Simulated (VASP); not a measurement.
# Pd: relaxation of cell and atoms with PBE

The system is Pd.

```
Pd
1.0
     2.24296    0.00000    0.00000
    -1.12148    1.94246    0.00000
     0.00000    0.00000    2.10838
Pd
1
Direct
  0.00000 0.00000 0.00000
```

This isn't the form of Pd at room conditions, which is fcc.

```
Program                : VASP 6.6.1
Task                   : relaxation of cell and atoms
Functional             : PBE
Potentials or basis    : VASP PAW PBE potentials, release 64 (Pd)
Cutoff                 : 600 eV
k mesh                 : 19 × 19 × 18
Occupations            : fermi-dirac, width 0.05 eV
Spin                   : no spin polarisation
Target pressure        : 350 GPa
Dipole correction      : no
Further INCAR settings : ALGO = Normal; EDIFF = 1e-06; IBRION = 2; EDIFFG = -0.005; NSW = 60; ISIF = 3
```

The relaxed volume is 9.43 Å³/atom and the relaxed cell is a = 2.250 Å, b = 2.250 Å, c = 2.152 Å, α = 90.00°, β = 90.00°, γ = 120.00°. The space group after relaxing (to 0.1 Å) is P6/mmm (No. 191). The energy change on relaxing (the run minimises the enthalpy) is -575.7 meV/atom. The ionic steps are 14. The pressure after relaxing is 350.0 GPa and the band gap on the k mesh is zero (bands 5 and 6 overlap by 5.72 eV).

Step by step:
```
step  energy change (eV)  largest force (eV/Å)  pressure (GPa)  volume (Å³)
   1              0.0000                0.0000          389.78         9.19
   2             -4.0386                0.0000           93.03        12.51
   3             -0.7714                0.0000          335.70         9.52
   4             -0.6325                0.0000          345.38         9.46
   5             -0.6206                0.0000          346.28         9.45
   6             -0.1610                0.0000          379.26         9.27
   7             -0.5665                0.0000          350.69         9.42
   8             -0.5653                0.0000          350.69         9.42
   9             -0.5642                0.0000          350.78         9.42
  10             -0.6456                0.0000          345.08         9.46
  11             -0.5736                0.0000          350.09         9.43
  12             -0.5733                0.0000          350.14         9.43
  13             -0.5847                0.0000          349.30         9.43
  14             -0.5757                0.0000          349.97         9.43
```

Final structure:
```yaml
crystal:
  lattice:
    - [2.24953, 0.00000, 0.00000]
    - [-1.12476, 1.94815, 0.00000]
    - [0.00000, 0.00000, 2.15159]
  atoms:
    - { symbol: Pd, position: [0.00000, 0.00000, 0.00000] }
```

Levels at points of the mesh, in eV from the Fermi level:
```csv
k point,band 1,band 2,band 3,band 4,band 5,band 6,band 7,band 8,band 9
"(0.00, 0.00, 0.00)",-11.25,-10.54,-6.13,-6.13,0.40,0.40,16.24,19.86,23.91
"(0.00, 0.00, 0.50)",-8.51,-5.24,-5.24,-3.40,-3.40,-2.10,10.00,20.38,23.97
```

It took 5.7 min on 1 thread of Intel Xeon 8259CL, with other jobs on the host, peak memory 0.18 GiB.

Caveat: the cell is relaxed towards a set pressure, so the run minimises the enthalpy, not the energy.
